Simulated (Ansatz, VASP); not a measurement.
## Sn3Se: VASP beside Ansatz

```
Sn Se
1.0
     4.74188    0.00000    0.00000
     0.00000    4.74188    0.00000
     0.00000    0.00000    4.74188
Sn Se
3 1
Direct
  0.50000 0.50000 0.00000
  0.50000 0.00000 0.50000
  0.00000 0.50000 0.50000
  0.00000 0.00000 0.00000
```

Alike in both runs: task single point; functional PBE; k mesh 3 × 3 × 3; occupations fermi-dirac, width 0.05 eV; no spin polarisation.

```csv
,VASP,Ansatz
version,VASP 6.6.1,Ansatz 0.2.0
potentials or method,"VASP PAW PBE potentials, release 64 (Sn_d, Se)",Ansatz PAW
plane-wave cutoff (eV),520,420
valence electrons in the cell,48,58
```

|  | VASP | Ansatz | Ansatz less VASP |
| --- | --- | --- | --- |
| gap on the k mesh at the Fermi level (eV) | none | none | - |
| pressure (GPa) | 0.1 | 0.1 | 0.00 |

A gap of «none» marks a metal or a gap that the smearing closes. With one functional, cell and mesh, what is left measures potentials, basis and numerics. VASP's potentials hold 48 valence electrons a cell and Ansatz's 58, so a difference there can come from the potentials and not from the codes.

The k mesh is coarse, so the values compare programs but aren't converged.
